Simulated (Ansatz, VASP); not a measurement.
## CuO: VASP beside Ansatz

INCAR

```
SYSTEM = CuO
ALGO     = Normal         ! electronic algorithm
EDIFF    = 1E-7           ! SCF threshold, eV
ENCUT    = 520            ! plane-wave cutoff, eV
GGA      = RP             ! functional
ISIF     = 2              ! what is computed and relaxed
ISMEAR   = -1             ! smearing method
LASPH    = .TRUE.         ! aspherical terms in the spheres
LCHARG   = .FALSE.        ! write CHGCAR
LREAL    = .FALSE.        ! projectors in reciprocal space
LWAVE    = .FALSE.        ! write WAVECAR
NBANDS   = 25             ! bands
NELM     = 60             ! most SCF steps
PREC     = Accurate       ! precision mode
SIGMA    = 0.05           ! smearing width, eV
```

Contents of KPOINTS:

```
k-points
0
G
  8 8 6
  0 0 0
```

Contents of POSCAR:

```
CuO
1.0
    3.3990834929      0.0000000000      0.0000000000
    0.0000000000      3.3990834929      0.0000000000
    0.0000000000      0.0000000000      4.2318669172
Cu O
2 2
Direct
    0.0000000000      0.5000000000      0.0000000000
    0.5000000000      0.0000000000      0.5000000000
    0.0000000000      0.0000000000      0.2500000000
    0.0000000000      0.0000000000      0.7500000000
```

The input input.yaml:

```yaml
crystal:
  lattice:
    - [3.3990834929, 0.0, 0.0]
    - [0.0, 3.3990834929, 0.0]
    - [0.0, 0.0, 4.2318669172]
  atoms:
    - { symbol: Cu, position: [0.0, 0.5, 0.0] }
    - { symbol: Cu, position: [0.5, 0.0, 0.5] }
    - { symbol: O, position: [0.0, 0.0, 0.25] }
    - { symbol: O, position: [0.0, 0.0, 0.75] }
hamiltonian:
  xc: rpbe
  pseudopotentials: { kind: paw }
kpoints:
  mp_grid: { grid: [8, 8, 6] }
scf:
  occupations: { method: fermi_dirac, width: 0.05 }
output:
  forces: true
  stress: true
  eigenvalues: true
```

Alike in both runs: task single point; functional RPBE; k mesh 8 × 8 × 6; occupations fermi-dirac, width 0.05 eV; no spin polarisation.

|  | VASP | Ansatz |
| --- | --- | --- |
| version | VASP 6.6.1 | Ansatz 0.2.0 |
| potentials or method | VASP PAW PBE potentials, release 64 (Cu, O) | Ansatz PAW |
| plane-wave cutoff (eV) | 520 | 420 |
| valence electrons in the cell | 34 | 50 |

VASP gave:

* gap on the k mesh at the Fermi level (eV): none
* pressure (GPa): 4.6
* traceless stress, the component that is largest in VASP (GPa): 25.20

Problem. What did Ansatz give for the same quantities?

Solution. gap on the k mesh at the Fermi level (eV): none; pressure (GPa): 4.1; traceless stress, the component that is largest in VASP (GPa): 25.69.

VASP's potentials were made for PBE, not for RPBE. A gap of «none» marks a metal or a gap that the smearing closes. VASP's potentials hold 34 valence electrons a cell and Ansatz's 50, so a difference there can come from the potentials and not from the codes.
